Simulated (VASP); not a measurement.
# CuO (P-6m2) in VASP: notebook, part 2 of 2

VASP 6.6.1. Earlier steps stand in the parts before.

## 3. Relaxation of cell and atoms, r2SCAN, collinear spin, ferromagnetic start

This run uses another cell than the first one, of 10.21 Å³/atom.

Input file POSCAR:

```
CuO
1.0
    2.8912169321      0.0000000000      0.0000000000
   -1.4456084661      2.5038673111      0.0000000000
    0.0000000000      0.0000000000      2.8199443722
Cu O
1 1
Direct
    0.0000000000      0.0000000000      0.0000000000
    0.6666666667      0.3333333333      0.5000000000
```

Input file INCAR.step1:

```
SYSTEM = CuO
  PREC = Accurate
  ENCUT = 600
  ISMEAR = 0
  SIGMA = 0.1
  LREAL = .FALSE.
  LASPH = .TRUE.
  NELM = 150
  ISPIN = 2
  MAGMOM = 0.62 0.53
  LMAXMIX = 4
  GGA = PE
  ALGO = Normal
  EDIFF = 1E-4
  LWAVE = .TRUE.
  LCHARG = .FALSE.
```

Input file INCAR.step2:

```
SYSTEM = CuO
  PREC = Accurate
  ENCUT = 600
  EDIFF = 1E-6
  ISMEAR = 0
  SIGMA = 0.1
  LREAL = .FALSE.
  LASPH = .TRUE.
  NELM = 150
  ALGO = Normal
  ISIF = 3
  LWAVE = .FALSE.
  LCHARG = .FALSE.
  ISPIN = 2
  MAGMOM = 0.62 0.53
  LORBIT = 11
  LMAXMIX = 4
  METAGGA = R2SCAN
  LMIXTAU = .TRUE.
  IBRION = 2
  NSW = 90
  EDIFFG = -0.04
  ISTART = 1
```

Input file KPOINTS:

```
Automatic mesh
0
G
  6 6 6
  0 0 0
```

Potentials or basis: VASP PAW PBE potentials, release 64 (Cu, O).

Run with:

```console
> cat potpaw_PBE.64/Cu/POTCAR potpaw_PBE.64/O/POTCAR > POTCAR
> cp INCAR.step1 INCAR
> mpirun -np 1 vasp_std > vasp.out
> cp INCAR.step2 INCAR
> mpirun -np 1 vasp_std > vasp.out
```

OUTCAR:

```text
SYSTEM = CuO
   PREC = Accurate
   ENCUT = 600
   EDIFF = 1E-6
   ISMEAR = 0
   LREAL = .FALSE.
   LASPH = .TRUE.
   NELM = 150
   ISIF = 3
   ISPIN = 2
   LORBIT = 11
   METAGGA = R2SCAN
   IBRION = 2
   NSW = 90
   EDIFFG = -0.04
   ISTART = 1

 ion  position               nearest neighbor table
   1  0.000  0.000  0.000-   2 2.19   2 2.19   2 2.19   2 2.19   2 2.19   2 2.19
   2  0.667  0.333  0.500-   1 2.19   1 2.19   1 2.19   1 2.19   1 2.19   1 2.19

  LATTYP: Found a hexagonal cell.
 ALAT       =     2.8912169321
 C/A-ratio  =     0.9753485949

  Lattice vectors:

 A1 = (   2.8912169321,   0.0000000000,   0.0000000000)
 A2 = (  -1.4456084661,   2.5038673111,   0.0000000000)
 A3 = (   0.0000000000,   0.0000000000,   2.8199443722)

Analysis of symmetry for initial positions (statically):
=====================================================================
 Subroutine PRICEL returns:
[... 761 lines left out ...]
      6       3.7182      1.00000
      7       4.0737      1.00000
      8       4.2914      1.00000
      9       5.6516      0.99991
     10      12.5974      0.00000
     11      17.4063      0.00000
     12      19.6966      0.00000
     13      22.0735      0.00000

 [... further k-points ...]

 spin component 2

 k-point     1 :       0.0000    0.0000    0.0000
  band No.  band energies     occupation
      1     -14.2298      1.00000
      2       2.1869      1.00000
      3       2.1870      1.00000
      4       2.5799      1.00000
      5       3.8970      1.00000
      6       4.7478      1.00000
      7       4.7478      1.00000
      8       6.1732      0.00014
      9       6.1733      0.00013
     10       7.7483      0.00000
     11      22.3761      0.00000
     12      22.9389      0.00000
     13      22.9389      0.00000
[... 397 lines left out ...]
  FREE ENERGIE OF THE ION-ELECTRON SYSTEM (eV)
  ---------------------------------------------------
  free  energy   TOTEN  =       -17.6213135252 eV

  energy  without entropy=      -17.6172351645  energy(sigma->0) =      -17.61927434

 reached required accuracy - stopping structural energy minimisation

 total charge

# of ion       s       p       d       tot
------------------------------------------
    1        0.307   0.350   9.160   9.818
    2        1.581   3.376   0.000   4.957
--------------------------------------------------
tot          1.888   3.727   9.160  14.775

 magnetization (x)

# of ion       s       p       d       tot
------------------------------------------
    1       -0.017  -0.011   0.568   0.540
    2        0.008   0.425   0.000   0.433
--------------------------------------------------
tot         -0.009   0.414   0.568   0.973
```

OUTCAR.step1:

```text
SYSTEM = CuO
   PREC = Accurate
   ENCUT = 600
   ISMEAR = 0
   LREAL = .FALSE.
   LASPH = .TRUE.
[... 1012 lines left out ...]
      0.00000      0.00000      0.00000         0.000000     -0.000000      0.000000
      1.44561      0.83462      1.40997        -0.000000      0.000000      0.000000
 -----------------------------------------------------------------------------------
    total drift:                                0.000000     -0.000000      0.000000

  FREE ENERGIE OF THE ION-ELECTRON SYSTEM (eV)
  ---------------------------------------------------
  free  energy   TOTEN  =        -9.1355020870 eV

  energy  without entropy=       -9.1286107880  energy(sigma->0) =       -9.13205644
```

OSZICAR.step1:

```text
N       E                     dE             d eps       ncg     rms          rms(c)
DAV:   1     0.113355943470E+03    0.11336E+03   -0.94287E+03  1546   0.220E+03
DAV:   2    -0.264010471500E+01   -0.11600E+03   -0.10478E+03  1506   0.345E+02
DAV:   3    -0.120315105452E+02   -0.93914E+01   -0.87803E+01  1732   0.105E+02
DAV:   4    -0.121831765760E+02   -0.15167E+00   -0.15127E+00  1676   0.132E+01
DAV:   5    -0.121854647527E+02   -0.22882E-02   -0.22879E-02  1898   0.169E+00    0.128E+01
DAV:   6    -0.115053139198E+02    0.68015E+00   -0.23349E+01  1866   0.146E+02    0.147E+01
DAV:   7    -0.911779611307E+01    0.23875E+01   -0.62076E+00  1812   0.110E+02    0.185E+00
DAV:   8    -0.914490826876E+01   -0.27112E-01   -0.46832E-01  1670   0.775E+00    0.108E+00
DAV:   9    -0.913397145258E+01    0.10937E-01   -0.18899E-02  2250   0.287E+00    0.429E-01
DAV:  10    -0.913518896751E+01   -0.12175E-02   -0.34128E-03  2008   0.159E+00    0.180E-01
DAV:  11    -0.913550633512E+01   -0.31737E-03   -0.10355E-03  2203   0.637E-01    0.908E-02
DAV:  12    -0.913550208696E+01    0.42482E-05   -0.15149E-04  1200   0.443E-01
   1 F= -.91355021E+01 E0= -.91320564E+01  d E =-.689130E-02  mag=     0.8026
```

Run time: 4.8 min. Hardware: 1 thread of Intel Xeon Platinum 8259CL at 2.50GHz (Skylake/Cascade Lake), shared host; peak memory 0.17 GiB.

What came out:

```yaml
Free_energy: -17.6213 eV
Relaxed_volume: 9.39 Å³/atom
Relaxed_cell: a = 2.850 Å, b = 2.850 Å, c = 2.671 Å, α = 90.00°, β = 90.00°, γ = 120.00°
Space_group_after_relaxing_to_0.1_Å: P-6m2 (No. 187)
Energy_gained_by_relaxing: 47.3 meV/atom
Ionic_steps: 6
Pressure_after_relaxing: 0.4 GPa
Band_gap_on_the_k_mesh: zero (filled and empty bands overlap)
Net_moment: 0.99 μB per cell
Site_moments: Cu +0.54; O +0.43 μB
Valence_electrons_inside_the_program's_atomic_spheres: Cu 9.82; O 4.96
```

The path:
| step | energy change (eV) | largest force (eV/Å) | pressure (GPa) | volume (Å³) |
| --- | --- | --- | --- | --- |
| 1 | 0.0000 | 0.0000 | -13.67 | 20.41 |
| 2 | -0.0678 | 0.0000 | 10.26 | 17.94 |
| 3 | -0.0928 | 0.0000 | 0.57 | 18.72 |
| 4 | -0.0928 | 0.0000 | 1.05 | 18.69 |
| 5 | -0.0945 | 0.0000 | 0.61 | 18.76 |
| 6 | -0.0946 | 0.0000 | 0.41 | 18.79 |

Final structure:
```yaml
crystal:
  lattice:
    - [2.85009, 0.00000, 0.00000]
    - [-1.42504, 2.46825, 0.00000]
    - [0.00000, 0.00000, 2.67076]
  atoms:
    - { symbol: Cu, position: [0.00000, 0.00000, 0.00000] }
    - { symbol: O, position: [0.66667, 0.33333, 0.50000] }
```

Caveat: the k points lie up to 0.42 Å⁻¹ apart in the final cell, too coarse for converged energies and pressures of a metal; the PAW data sets were made with another functional, which shifts forces and pressure a little; a cell with one magnetic atom can't hold antiferromagnetic order, which such compounds often take; semilocal functionals often make such compounds metallic where correlation or magnetic order opens a gap, which also shifts bond lengths. With open d or f shells a metallic result of r2SCAN can be an artefact of self-interaction; +U or a hybrid may open a gap.
